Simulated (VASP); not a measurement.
# CdTe (P4/nmm) in VASP: notebook

The runs below take CdTe through vibrations by perturbation theory, density of states, with PBE.

Program: VASP 6.6.1. These are calculated values, not measurements. Logs are shortened: lines on timing, memory, paths and dates and some standing lists are left out, and cuts for length are marked.

### Step 1. The cell of the first run

Symmetry: P4/nmm, No. 129, tetragonal system. Conventional cell: a = 4.703 Å, b = 4.703 Å, c = 6.482 Å, α = 90.00°, β = 90.00°, γ = 90.00°. Within 3.9 Å of Cd (site symmetry -4m2) lie 4 Te at 2.93 Å and 4 Cd at 3.33 Å. Te (site symmetry 4mm) has 4 Cd at 2.93 Å within 3.9 Å.

### Step 2. Vibrations by perturbation theory, PBE

File INCAR:

```
PREC     = Accurate       # precision mode
ENCUT    = 520            # plane-wave cutoff, eV
EDIFF    = 1E-8           # SCF threshold, eV
ISMEAR   = 0              # smearing method
SIGMA    = 0.01           # smearing width, eV
LREAL    = False          # projectors in reciprocal space
LASPH    = True           # aspherical terms in the spheres
NELM     = 60             # most SCF steps
ALGO     = Normal         # electronic algorithm
ISIF     = 2              # what is computed and relaxed
LWAVE    = False          # write WAVECAR
LCHARG   = False          # write CHGCAR
GGA      = PE             # functional
IBRION   = 8              # ionic algorithm
NSW      = 1              # ionic steps
LEPSILON = True           # dielectric tensor by DFPT
```

File KPOINTS:

```
Automatic mesh
0
Gamma
  6 6 4
```

File POSCAR:

```
CdTe
1.0
    4.7033605900      0.0000000000      0.0000000000
    0.0000000000      4.7033605900      0.0000000000
    0.0000000000      0.0000000000      6.4824874791
Cd Te
2 2
Direct
    0.0000000000      0.0000000000      0.0000000000
    0.5000000000      0.5000000000      0.0000000000
    0.5000000000      0.0000000000      0.7301401107
    0.0000000000      0.5000000000      0.2698598893
```

Potentials or basis: VASP PAW PBE potentials, release 64 (Cd, Te).

The run is started by

```bash
cat potpaw_PBE.64/Cd/POTCAR potpaw_PBE.64/Te/POTCAR > POTCAR
mpirun -np 1 vasp_std > vasp.out
```

OUTCAR:

```text
PREC = Accurate
   ENCUT = 520
   EDIFF = 1E-8
   ISMEAR = 0
   LREAL = False
   LASPH = True
   NELM = 60
   ISIF = 2
   GGA = PE
   IBRION = 8
   NSW = 1
   LEPSILON = True

 ion  position               nearest neighbor table
   1  0.000  0.000  0.000-   3 2.93   4 2.93   4 2.93   3 2.93   2 3.33   2 3.33   2 3.33   2 3.33

   2  0.500  0.500  0.000-   3 2.93   4 2.93   3 2.93   4 2.93   1 3.33   1 3.33   1 3.33   1 3.33

   3  0.500  0.000  0.730-   1 2.93   2 2.93   2 2.93   1 2.93
   4  0.000  0.500  0.270-   1 2.93   2 2.93   1 2.93   2 2.93

  LATTYP: Found a simple tetragonal cell.
 ALAT       =     4.7033605900
 C/A-ratio  =     1.3782671677

  Lattice vectors:

 A1 = (   4.7033605900,   0.0000000000,   0.0000000000)
 A2 = (   0.0000000000,   4.7033605900,   0.0000000000)
 A3 = (   0.0000000000,   0.0000000000,   6.4824874791)

Analysis of symmetry for initial positions (statically):
=====================================================================
 Subroutine PRICEL returns:
 Original cell was already a primitive cell.

 Routine SETGRP: Setting up the symmetry group for a
 simple tetragonal supercell.

 Subroutine GETGRP returns: Found 16 space group operations
 (whereof  8 operations were pure point group operations)
 out of a pool of 16 trial point group operations.

The static configuration has the point symmetry D_2d.
 The point group associated with its full space group is D_4h.

Analysis of symmetry for dynamics (positions and initial velocities):
=====================================================================
 Subroutine PRICEL returns:
 Original cell was already a primitive cell.

 Routine SETGRP: Setting up the symmetry group for a
 simple tetragonal supercell.

 Subroutine GETGRP returns: Found 16 space group operations
 (whereof  8 operations were pure point group operations)
 out of a pool of 16 trial point group operations.

The dynamic configuration has the point symmetry D_2d.
 The point group associated with its full space group is D_4h.

 Subroutine INISYM returns: Found 16 space group operations
 (whereof  8 operations are pure point group operations),
 and found     1 'primitive' translations

----------------------------------------------------------------------------------------

                                     Primitive cell

  volume of cell :     143.4030

  direct lattice vectors                    reciprocal lattice vectors
     4.703360590  0.000000000  0.000000000     0.212613934  0.000000000  0.000000000
     0.000000000  4.703360590  0.000000000     0.000000000  0.212613934  0.000000000
     0.000000000  0.000000000  6.482487479     0.000000000  0.000000000  0.154261771

  length of vectors
     4.703360590  4.703360590  6.482487479     0.212613934  0.212613934  0.154261771

  position of ions in fractional coordinates (direct lattice)
     0.000000000  0.000000000  0.000000000
     0.500000000  0.500000000  0.000000000
     0.500000000  0.000000000  0.730140111
     0.000000000  0.500000000  0.269859889

  ion indices of the primitive-cell ions
   primitive index   ion index
                 1           1
                 2           2
                 3           3
                 4           4

----------------------------------------------------------------------------------------

 KPOINTS: Automatic mesh

Automatic generation of k-mesh.
 Grid dimensions read from file:
 generate k-points for:    6    6    4

 Generating k-lattice:

  Cartesian coordinates                     Fractional coordinates (reciprocal lattice)
     0.035435656  0.000000000  0.000000000     0.166666667  0.000000000  0.000000000
     0.000000000  0.035435656  0.000000000     0.000000000  0.166666667  0.000000000
[... 759 lines left out ...]

------------------------ aborting loop because EDIFF is reached ----------------------------------------

--------------------------------------- Ionic step        3  -------------------------------------------

------------------------ aborting loop because EDIFF is reached ----------------------------------------

 PIEZOELECTRIC TENSOR FIELD DIRECTION 3  (e Angst)
 -----------------------------------------------------------------------------
     0.00748  0.00000  0.00000           (  0.00001  0.00000  0.00000)
     0.00000  0.00748  0.00000           (  0.00000  0.00001  0.00000)
     0.00000  0.00000 -0.00661           (  0.00000  0.00000  0.00001)

 PIEZOELECTRIC TENSOR FIELD DIRECTION 3  (C/m^2)
 -----------------------------------------------------------------------------
     0.00084  0.00000  0.00000
     0.00000  0.00084  0.00000
     0.00000  0.00000 -0.00074

[... ionic steps 4 to 9 ...]

--------------------------------------- Ionic step       10  -------------------------------------------

------------------------ aborting loop because EDIFF is reached ----------------------------------------

[... ionic steps 11 to 11 ...]

--------------------------------------- Ionic step       12  -------------------------------------------

 Free energy of the ion-electron system (eV)
  ---------------------------------------------------
  ---------------------------------------------------
  free energy    TOTEN  =        -0.05537789 eV

  energy without entropy =       -0.05537789

------------------------ aborting loop because EDIFF is reached ----------------------------------------

 INTERNAL STRAIN TENSOR  FOR ION    3  DIRECTION 3   (eV/Angst):
 -----------------------------------------------------------------------------
     7.09937  0.00000  0.00000
     0.00000  7.09937  0.00000
     0.00000  0.00000 11.03503

 MACROSCOPIC STATIC DIELECTRIC TENSOR (including local field effects in DFT)
 ------------------------------------------------------
           9.435045     0.000000     0.000000
           0.000000     9.435045     0.000000
           0.000000     0.000000     6.183327
 ------------------------------------------------------

 PIEZOELECTRIC TENSOR (including local field effects)  for field in x, y, z        (e  Angst)
          XX          YY          ZZ          XY          YZ          ZX
  --------------------------------------------------------------------------------
  x     0.00000    -0.00000     0.00000     0.00000     0.00000     0.00000
  y     0.00000     0.00000     0.00000     0.00000     0.00000     0.00000
  z     0.00000     0.00000     0.00000     0.00000     0.00000     0.00000

 PIEZOELECTRIC TENSOR (including local field effects)  for field in x, y, z        (C/m^2)
          XX          YY          ZZ          XY          YZ          ZX
  --------------------------------------------------------------------------------
  x     0.00000    -0.00000     0.00000     0.00000     0.00000     0.00000
  y     0.00000     0.00000     0.00000     0.00000     0.00000     0.00000
  z     0.00000     0.00000     0.00000     0.00000     0.00000     0.00000

 BORN EFFECTIVE CHARGES (including local field effects) (in |e|, cummulative output)
 ---------------------------------------------------------------------------------
 ion    1
    1     2.61015     0.00000     0.00000
    2     0.00000     2.61015     0.00000
    3     0.00000     0.00000     0.99084
 ion    2
    1     2.61015     0.00000     0.00000
    2     0.00000     2.61015     0.00000
    3     0.00000     0.00000     0.99084
 ion    3
    1    -2.61015     0.00000     0.00000
    2     0.00000    -2.61015     0.00000
    3     0.00000     0.00000    -0.99084
 ion    4
    1    -2.61015     0.00000     0.00000
    2     0.00000    -2.61015     0.00000
    3     0.00000     0.00000    -0.99084

 INTERNAL STRAIN TENSOR FOR ION    4 for displacements in x,y,z  (eV/Angst):
          X           Y           Z          XY          YZ          ZX
  --------------------------------------------------------------------------------
  x     0.00000     0.00000     0.00000     0.00000     0.00000    -4.74824
  y     0.00000     0.00000     0.00000     0.00000    -3.92335     0.00000
  z    -7.09937    -7.09937   -11.03503     0.00000     0.00000     0.00000

 SECOND DERIVATIVES (NOT SYMMETRIZED)
 ------------------------------------
               1X          1Y          1Z          2X          2Y          2Z          3X          3Y          3Z          4X          4Y          4Z
  1X    -3.241969    0.000000    0.000000    1.329281    0.000000    0.000000    2.301593    0.000000    0.000000   -0.388905    0.000000    0.000000
  1Y     0.000000   -3.241969    0.000000    0.000000    1.329281    0.000000    0.000000   -0.388905    0.000000    0.000000    2.301593    0.000000
  1Z     0.000000    0.000000   -4.010546    0.000000    0.000000   -1.505375    0.000000    0.000000    2.757960    0.000000    0.000000    2.757960
  2X     1.329281    0.000000    0.000000   -3.241969    0.000000    0.000000   -0.388905    0.000000    0.000000    2.301593    0.000000    0.000000
  2Y     0.000000    1.329281    0.000000    0.000000   -3.241969    0.000000    0.000000    2.301593    0.000000    0.000000   -0.388905    0.000000
  2Z     0.000000    0.000000   -1.505375    0.000000    0.000000   -4.010546    0.000000    0.000000    2.757960    0.000000    0.000000    2.757960
  3X     2.306325    0.000000    0.000000   -0.409576    0.000000    0.000000   -2.290868    0.000000    0.000000    0.394119    0.000000    0.000000
  3Y     0.000000   -0.409576    0.000000    0.000000    2.306325    0.000000    0.000000   -2.290868    0.000000    0.000000    0.394119    0.000000
  3Z     0.000000    0.000000    2.783414    0.000000    0.000000    2.783414    0.000000    0.000000   -6.030722    0.000000    0.000000    0.463893
  4X    -0.409576    0.000000    0.000000    2.306325    0.000000    0.000000    0.394119    0.000000    0.000000   -2.290868    0.000000    0.000000
  4Y     0.000000    2.306325    0.000000    0.000000   -0.409576    0.000000    0.000000    0.394119    0.000000    0.000000   -2.290868    0.000000
  4Z     0.000000    0.000000    2.783414    0.000000    0.000000    2.783414    0.000000    0.000000    0.463893    0.000000    0.000000   -6.030722

 Eigenvectors and eigenvalues of the dynamical matrix
 ----------------------------------------------------

   1 f  =    4.759741 THz    29.906335 2PiTHz  158.767872 cm-1    19.684698 meV
             X         Y         Z           dx          dy          dz
      0.000000  0.000000  0.000000    -0.000000   -0.000000   -0.514468
      2.351680  2.351680  0.000000     0.000000    0.000000   -0.514468
      2.351680  0.000000  4.733124     0.000000   -0.000000    0.485101
      0.000000  2.351680  1.749363    -0.000000    0.000000    0.485101
[... 71 lines left out ...]
  12 f/i=    0.010913 THz     0.068568 2PiTHz    0.364017 cm-1     0.045132 meV
             X         Y         Z           dx          dy          dz
      0.000000  0.000000  0.000000    -0.000000   -0.000000   -0.485101
      2.351680  2.351680  0.000000    -0.000000   -0.000000   -0.485101
      2.351680  0.000000  4.733124    -0.000000   -0.000000   -0.514468
      0.000000  2.351680  1.749363    -0.000000   -0.000000   -0.514468

--------------------------------------------------------------------------------------------------------

 MACROSCOPIC STATIC DIELECTRIC TENSOR IONIC CONTRIBUTION
 ------------------------------------------------------
           9.026808    -0.000000     0.000000
           0.000000     9.026808    -0.000000
           0.000000    -0.000000     0.447114
 ------------------------------------------------------

 ELASTIC MODULI CONTR FROM IONIC RELAXATION (kBar)
 Direction    XX          YY          ZZ          XY          YZ          ZX
 --------------------------------------------------------------------------------
 XX        -228.7681   -118.0472   -269.5393      0.0000      0.0000      0.0000
 YY        -118.0472   -228.7681   -269.5393      0.0000      0.0000      0.0000
 ZZ        -269.5393   -269.5393   -418.9631      0.0000      0.0000      0.0000
 XY           0.0000      0.0000      0.0000      0.0000      0.0000      0.0000
 YZ           0.0000      0.0000      0.0000      0.0000   -132.8067     -0.0000
 ZX           0.0000      0.0000      0.0000      0.0000     -0.0000   -188.1135
 --------------------------------------------------------------------------------

 PIEZOELECTRIC TENSOR IONIC CONTR  for field in x, y, z        (C/m^2)
          XX          YY          ZZ          XY          YZ          ZX
  --------------------------------------------------------------------------------
  x    -0.00000    -0.00000    -0.00000     0.00000     0.00000     0.00000
  y     0.00000    -0.00000    -0.00000     0.00000     0.00000    -0.00000
  z    -0.00000    -0.00000    -0.00000     0.00000    -0.00000     0.00000
```

Wall time 29 min (1 thread of AMD EPYC 9R14 (Zen 4), shared host); peak memory 0.61 GiB.

What came out:

```yaml
Electronic_dielectric_tensor_diagonal: 9.44, 9.44, 6.18
Born_charges_mean_of_the_diagonal: Cd +2.07; Te -2.07 e
Highest_phonon_frequency_at_Γ_LO-TO_splitting_left_out: 159 cm⁻¹
```

Phonon frequencies in cm⁻¹ (negative: imaginary):
| q point | frequencies |
| --- | --- |
| (0.000, 0.000, 0.000) | 0 0 0 41 41 78 93 93 118 123 123 159 |

Electronic dielectric tensor:
```
9.44 0.00 0.00
0.00 9.44 0.00
0.00 0.00 6.18
```

Born effective charge tensors (e):
atom 1, Cd
```
2.61 0.00 0.00
0.00 2.61 0.00
0.00 0.00 0.99
```
atom 2, Cd
```
2.61 0.00 0.00
0.00 2.61 0.00
0.00 0.00 0.99
```
atom 3, Te
```
-2.61  0.00  0.00
 0.00 -2.61  0.00
 0.00  0.00 -0.99
```
atom 4, Te
```
-2.61  0.00  0.00
 0.00 -2.61  0.00
 0.00  0.00 -0.99
```

Caveat: spin-orbit coupling is left out, which moves the levels of the heavy elements.

[end of part 1 of 2]
